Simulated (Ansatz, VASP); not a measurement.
This is a calculation of Ti3Al for VASP 6.6.1.

Contents of INCAR:

```
SYSTEM = Ti3Al
PREC     = Accurate       ! precision mode
ENCUT    = 600            ! plane-wave cutoff, eV
EDIFF    = 1E-6           ! SCF threshold, eV
ISMEAR   = -1             ! smearing method
SIGMA    = 0.05           ! smearing width, eV
LREAL    = .FALSE.        ! projectors in reciprocal space
LASPH    = .TRUE.         ! aspherical terms in the spheres
NELM     = 60             ! most SCF steps
ALGO     = Normal         ! electronic algorithm
ISIF     = 3              ! what is computed and relaxed
LWAVE    = .FALSE.        ! write WAVECAR
LCHARG   = .FALSE.        ! write CHGCAR
GGA      = PS             ! functional
IBRION   = 2              ! ionic algorithm
NSW      = 60             ! ionic steps
EDIFFG   = -0.01          ! ionic threshold
```

Contents of KPOINTS:

```
regular mesh
0
G
  10 10 3
  0 0 0
```

POSCAR

```
Ti3Al
1.0
    2.9275422229      0.0000000000      0.0000000000
   -1.4637711114      2.5353259357      0.0000000000
    0.0000000000      0.0000000000      9.2263620000
Ti Al
3 1
Direct
    0.3333333333      0.6666666667      0.2494060000
    0.3333333333      0.6666666667      0.7505940000
    0.6666666667      0.3333333333      0.0000000000
    0.6666666667      0.3333333333      0.5000000000
```

Potentials or basis: VASP PAW PBE potentials, release 64 (Ti_sv, Al).

The run is started by

```sh
$ cat potpaw_PBE.64/Ti_sv/POTCAR potpaw_PBE.64/Al/POTCAR > POTCAR
$ mpirun -np 1 vasp_std > vasp.out
```

Problem. Set up the same calculation for Ansatz 0.2.0. Potentials there: Ansatz PAW.

Solution. As run (the cutoff follows the program's own potentials):

The input input.yaml:

```yaml
crystal:
  lattice:
    - [2.9275422229, 0.0, 0.0]
    - [-1.4637711114, 2.5353259357, 0.0]
    - [0.0, 0.0, 9.226362]
  atoms:
    - { symbol: Ti, position: [0.3333333333, 0.6666666667, 0.249406] }
    - { symbol: Ti, position: [0.3333333333, 0.6666666667, 0.750594] }
    - { symbol: Ti, position: [0.6666666667, 0.3333333333, 0.0] }
    - { symbol: Al, position: [0.6666666667, 0.3333333333, 0.5] }
hamiltonian:
  xc: pbesol
  pseudopotentials: { kind: paw }
kpoints:
  mp_grid: { grid: [10, 10, 3] }
scf:
  occupations: { method: fermi_dirac, width: 0.05 }
output:
  forces: true
  stress: true
  eigenvalues: true
relax:
  f_tol: 0.01
  max_steps: 40
  cell: { stress_tol: 0.05 }
```

Potentials or basis: Ansatz PAW.

Command:

```sh
$ ansatz run input.yaml --threads 2 --pin off --max-ram 5632MiB --backend cpu --events-out ev --progress --plain --runs-dir out
```

Both were run:

|  | VASP | Ansatz | Ansatz less VASP |
| --- | --- | --- | --- |
| gap on the k mesh at the Fermi level, each at its own relaxed structure (eV) | none | none | - |
| relaxed volume (Å³/atom) | 16.56 | 16.60 | +0.033 |
| relaxed cell length with the largest relative difference (Å) | 2.892 | 2.895 | +0.0028 |

VASP's potentials were made for PBE, not for PBEsol. A gap of «none» marks a metal or a gap that the smearing closes.

Noted on Ansatz's run: the plane-wave basis is chosen anew once the cell has moved, so the energies of steps on either side of that aren't comparable.
